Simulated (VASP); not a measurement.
A run of VASP 6.6.1 is set up as follows.

Contents of INCAR:

```
SYSTEM = Pt
PREC = Accurate
ENCUT = 520
EDIFF = 1E-6
ISMEAR = 0
SIGMA = 0.15
LREAL = .FALSE.
LASPH = .TRUE.
NELM = 100
ALGO = Fast
ISIF = 2
LWAVE = .FALSE.
LCHARG = .FALSE.
GGA = PS
NBANDS = 11
```

File KPOINTS:

```
Automatic mesh
0
G
  26 26 26
  0 0 0
```

The input POSCAR:

```
Pt
1.0
   -1.5370635422      1.5370635422      1.5604706012
    1.5370635422     -1.5370635422      1.5604706012
    1.5370635422      1.5370635422     -1.5604706012
Pt
1
Direct
    0.0000000000      0.0000000000      0.0000000000
```

Potentials or basis: VASP PAW PBE potentials, release 64 (Pt).

Launch:

```console
$ cat potpaw_PBE.64/Pt/POTCAR > POTCAR
$ mpirun -np 1 vasp_std > vasp.out
```

Task: What does it give for the pressure?

Result: 8.8 GPa.

Task: What does it give for the band gap on the k mesh?

Result: Zero (band 5 reaches 12.49 eV, above the bottom of band 6 at 10.06 eV).

Stress tensor (GPa, compression positive):
```
8.29 0.00 0.00
0.00 8.29 0.00
0.00 0.00 9.92
```

Caveat: the cell differs from its parent crystal (strain -0.015 along x and y, +0.000 along z); the PAW data sets were made with another functional, which shifts forces and pressure a little; spin-orbit coupling is left out, which moves the levels of the heavy elements.
